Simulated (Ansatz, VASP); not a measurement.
# Y: VASP beside Ansatz

```
Y
1.0
     3.65721    0.00000    0.00000
    -1.82861    3.16724    0.00000
     0.00000    0.00000   11.73514
Y
4
Direct
  0.00000 0.00000 0.00000
  0.00000 0.00000 0.50000
  0.33333 0.66667 0.25000
  0.66667 0.33333 0.75000
```

Alike in both runs: task single point; functional RPBE; k mesh 11 × 11 × 3; occupations fermi-dirac, width 0.1 eV; no spin polarisation.

```csv
,VASP,Ansatz
version,VASP 6.6.1,Ansatz 0.2.0
potentials or method,"VASP PAW PBE potentials, release 64 (Y_sv), cutoff 520 eV","plane waves (420 eV) with PAW, scalar-relativistic"
valence electrons in the cell,44,44
```

|  | VASP | Ansatz | Ansatz less VASP |
| --- | --- | --- | --- |
| pressure (GPa) | -0.1 | 0.0 | +0.09 |

VASP's potentials were made for PBE, not for RPBE. The functional is the same, so the differences come from potentials, cutoffs and numerics.
